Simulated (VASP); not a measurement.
Set up this calculation in VASP 6.6.1, as the native input.

| Property | Result |
| --- | --- |
| Task | single point |
| Functional | PBE |
| Potentials or basis | VASP PAW PBE potentials, release 64 (Gd) |
| Cutoff | 520 eV |
| k mesh | 8 × 8 × 5 |
| Occupations | gaussian, width 0.016 eV |
| Spin | collinear spin, ferromagnetic start |
| Starting moments | [7.0, 7.0] μB |
| Dipole correction | no |
| Further INCAR settings | ALGO = Normal; EDIFF = 1e-07; NBANDS = 29 |

The structure of Gd lies in POSCAR:

```
Gd
1.0
    3.6360000000      0.0000000000      0.0000000000
   -1.8180000000      3.1488683682      0.0000000000
    0.0000000000      0.0000000000      5.7826000000
Gd
2
Direct
    0.6666666667      0.3333333333      0.7500000000
    0.3333333333      0.6666666667      0.2500000000
```

One way to write it, as run:

INCAR

```
SYSTEM = Gd
PREC = Accurate
ENCUT = 520
EDIFF = 1E-7
ISMEAR = 0
SIGMA = 0.016
LREAL = .False.
LASPH = .True.
NELM = 150
ALGO = Normal
ISIF = 2
LWAVE = .False.
LCHARG = .False.
ISPIN = 2
MAGMOM = 7 7
LORBIT = 11
LMAXMIX = 6
GGA = PE
NBANDS = 29
```

KPOINTS

```
regular mesh
0
Gamma
  8 8 5
  0 0 0
```

Potentials or basis: VASP PAW PBE potentials, release 64 (Gd).

Run with:

```sh
$ cat potpaw_PBE.64/Gd/POTCAR > POTCAR
$ mpirun -np 1 vasp_std > vasp.out
```

It gave:

```
Pressure                                              : 0.6 GPa
Net moment                                            : 15.19 μB per cell
Site moments                                          : Gd +6.98 μB
Valence electrons inside the program's atomic spheres : Gd 15.19
```

It took 4.4 min on 1 thread of Intel(R) Xeon(R) 6975P-C (Granite Rapids) (shared host), peak memory 0.28 GiB.
